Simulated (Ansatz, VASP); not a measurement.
## Two plane-wave programs on MgS

Contents of INCAR:

```
PREC = Accurate
ENCUT = 600
EDIFF = 1E-6
ISMEAR = 0
SIGMA = 0.02
LREAL = False
LASPH = True
NELM = 120
ALGO = Normal
ISIF = 2
LWAVE = False
LCHARG = False
GGA = PE
NBANDS = 11
GGA_COMPAT = False
```

KPOINTS

```
regular mesh
0
Gamma
  8 8 8
```

POSCAR

```
MgS
1.0
    0.0000000000      2.5955252365      2.5955252365
    2.5955252365      0.0000000000      2.5955252365
    2.5955252365      2.5955252365      0.0000000000
Mg S
1 1
Direct
    0.0000000000      0.0000000000      0.0000000000
    0.5000000000      0.5000000000      0.5000000000
```

Input for Ansatz:

```yaml
crystal:
  lattice:
    - [0.0, 2.5955252365, 2.5955252365]
    - [2.5955252365, 0.0, 2.5955252365]
    - [2.5955252365, 2.5955252365, 0.0]
  atoms:
    - { symbol: Mg, position: [0.0, 0.0, 0.0] }
    - { symbol: S, position: [0.5, 0.5, 0.5] }
basis:
  ecutwfc: 420
kpoints:
  mp_grid: { grid: [8, 8, 8] }
  band_path:
    path:
      - [[0.0, 0.0, 0.0], [0.5, 0.0, 0.5], [0.625, 0.25, 0.625]]
      - [[0.375, 0.375, 0.75], [0.0, 0.0, 0.0], [0.5, 0.5, 0.5], [0.5, 0.25, 0.75], [0.5, 0.0, 0.5]]
    npoints: 10
hamiltonian:
  xc: pbe
  pseudopotentials: { kind: paw, azcp: { folder: soft_1 } }
scf:
  occupations: { method: gaussian, width: 0.02 }
  n_extra_bands: 7
output:
  forces: true
  stress: true
  eigenvalues: true
```

Alike in both runs: task single point; functional PBE; k mesh 8 × 8 × 8; occupations gaussian, width 0.02 eV; no spin polarisation.

```csv
,VASP,Ansatz
version,VASP 6.6.1,Ansatz 0.2.0
potentials or method,"VASP PAW PBE potentials, release 64 (Mg, S), cutoff 600 eV","scalar-relativistic, plane waves, PAW"
valence electrons in the cell,8,16
```

```csv
,VASP,Ansatz,Ansatz less VASP
gap on the k mesh at the Fermi level (eV),2.79,2.80,+0.013
least direct gap on the mesh (eV),3.77,3.78,+0.011
pressure (GPa),1.4,1.7,+0.28
```

VASP's potentials hold 8 valence electrons a cell and Ansatz's 16, so a difference there can come from the potentials and not from the codes.
